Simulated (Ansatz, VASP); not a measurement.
**One calculation of Al2Au, two programs**

```
Al Au
1.0
     0.00000    3.09838    3.09838
     3.09838    0.00000    3.09838
     3.09838    3.09838    0.00000
Al Au
2 1
Direct
  0.25000 0.25000 0.25000
  0.75000 0.75000 0.75000
  0.00000 0.00000 0.00000
```

Alike in both runs: task single point; functional PBEsol; k mesh 12 × 12 × 12; occupations gaussian, width 0.1 eV; no spin polarisation.

```csv
,VASP,Ansatz
version,VASP 6.6.1,Ansatz 0.2.0
potentials or method,"VASP PAW PBE potentials, release 64 (Al, Au), cutoff 520 eV","scalar-relativistic, plane waves, PAW"
valence electrons in the cell,17,25
```

Ansatz gave:

```
gap on the k mesh at the Fermi level (eV) : none
pressure (GPa)                            : -8.7
```

Problem. Which values does VASP return?

Solution. gap on the k mesh at the Fermi level (eV): none; pressure (GPa): -8.8.

VASP's potentials were made for PBE, not for PBEsol. A gap of «none» marks a metal or a gap that the smearing closes. VASP's potentials hold 17 valence electrons a cell and Ansatz's 25, so a difference there can come from the potentials and not from the codes.

Neither program's run includes spin-orbit coupling.
